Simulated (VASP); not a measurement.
HgPd, 2 atoms in the cell. The structure is tetragonal, space group P4/mmm (No. 123). Conventional cell: a = 2.985 Å, b = 2.985 Å, c = 3.803 Å, α = 90.00°, β = 90.00°, γ = 90.00°. Hg (site symmetry 4/mmm) has 8 Pd at 2.84 Å and 6 Hg at 2.98 to 3.80 Å within 3.9 Å. Pd (site symmetry 4/mmm) has 8 Hg at 2.84 Å and 6 Pd at 2.98 to 3.80 Å within 3.9 Å.  This cell differs from its parent crystal: strain -0.015 along x and y, +0.030 along z.

| Item | Value |
| --- | --- |
| Program | VASP 6.6.1 |
| Task | single point |
| Functional | PBEsol |
| Potentials or basis | VASP PAW PBE potentials, release 64 (Hg, Pd) |
| Cutoff | 520 eV |
| k mesh | 16 × 16 × 14 |
| Occupations | gaussian, width 0.15 eV |
| Spin | no spin polarisation |
| Dipole correction | no |
| Further INCAR settings | ALGO = Fast; EDIFF = 1e-06; NBANDS = 18 |

Potentials or basis: VASP PAW PBE potentials, release 64 (Hg, Pd).

Launch:

```console
$ cat potpaw_PBE.64/Hg/POTCAR potpaw_PBE.64/Pd/POTCAR > POTCAR
$ mpirun -np 1 vasp_std > vasp.out
```

Hardware: 1 thread of Intel Xeon 8259CL, on a shared host.

**Question.** How long does it take, and how much memory?

**Answer.** Run time: 2 min on 1 thread of Intel Xeon 8259CL, on a shared host, peak memory 0.34 GiB. Counts: scf iterations 12, k points 360.
